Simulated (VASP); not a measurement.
A run of VASP 6.6.1 is set up as follows.

File INCAR:

```
SYSTEM = CdF2
  PREC = Accurate
  ENCUT = 520
  EDIFF = 1E-6
  ISMEAR = 0
  SIGMA = 0.05
  LREAL = .FALSE.
  LASPH = .TRUE.
  NELM = 100
  ALGO = Normal
  ISIF = 2
  LWAVE = .FALSE.
  LCHARG = .FALSE.
  GGA = RE
  IVDW = 13
  NBANDS = 20
```

The input KPOINTS:

```
regular mesh
0
G
  8 8 8
  0 0 0
```

The input POSCAR:

```
CdF2
1.0
    0.0000000000      2.7010956981      2.7010956981
    2.7010956981      0.0000000000      2.7010956981
    2.7010956981      2.7010956981      0.0000000000
Cd F
1 2
Direct
    0.0000000000      0.0000000000      0.0000000000
    0.2500000000      0.2500000000      0.2500000000
    0.7500000000      0.7500000000      0.7500000000
```

Potentials or basis: VASP PAW PBE potentials, release 64 (Cd, F).

The run is started by

```sh
$ cat potpaw_PBE.64/Cd/POTCAR potpaw_PBE.64/F/POTCAR > POTCAR
$ mpirun -np 1 vasp_std > vasp.out
```

**Question.** Predict the band gap on the k mesh.

**Answer.** 3.20 eV, indirect (least direct gap 3.71 eV).

**Question.** What does it give for the dispersion energy per atom?

**Answer.** -0.345 eV.

**Question.** What does it give for the pressure?

**Answer.** 4.9 GPa.

Caveat: the PAW data sets were made with another functional, which shifts forces and pressure a little. A k mesh can miss the band edges.
